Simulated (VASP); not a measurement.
Here is a VASP 6.6.1 calculation.

The input INCAR:

```
SYSTEM = CO2
PREC = Accurate
ENCUT = 520
EDIFF = 1E-8
ISMEAR = -1
SIGMA = 0.02
LREAL = .False.
LASPH = .True.
NELM = 60
ALGO = Normal
ISIF = 2
LWAVE = .False.
LCHARG = .False.
GGA = PE
LEFG = .True.
NBANDS = 44
```

The input KPOINTS:

```
Automatic mesh
0
Gamma
  5 5 4
  0 0 0
```

The input POSCAR:

```
CO2
1.0
    5.0693110000      0.0000000000      0.0000000000
    0.0000000000      5.0693110000      0.0000000000
    0.0000000000      0.0000000000      7.2320250000
C O
4 8
Direct
    0.9887920000      0.0112080000      0.7500000000
    0.0112080000      0.9887920000      0.2500000000
    0.5112080000      0.5112080000      0.5000000000
    0.4887920000      0.4887920000      0.0000000000
    0.6749860000      0.3476070000      0.4926710000
    0.3250140000      0.6523930000      0.9926710000
    0.8476070000      0.8250140000      0.2426710000
    0.1523930000      0.1749860000      0.7426710000
    0.6523930000      0.3250140000      0.0073290000
    0.3476070000      0.6749860000      0.5073290000
    0.8250140000      0.8476070000      0.7573290000
    0.1749860000      0.1523930000      0.2573290000
```

Potentials or basis: VASP PAW PBE potentials, release 64 (C, O).

Run with:

```bash
$ cat potpaw_PBE.64/C/POTCAR potpaw_PBE.64/O/POTCAR > POTCAR
$ mpirun -np 1 vasp_std > vasp.out
```

What does it give for the pressure?

0.9 GPa.

What does it give for the largest force?

0.039 eV/Å.

What does it give for the band gap on the k mesh?

6.43 eV, direct.

Stress tensor (GPa, compression positive):
```
0.69 0.00 0.00
0.00 0.69 0.00
0.00 0.00 1.32
```

Caveat: without QUAD_EFG the Cq values of the log hold for a quadrupole moment of 1 mb, not for the nuclei. A hybrid or GW would open this gap; PBE tends to underestimate it.
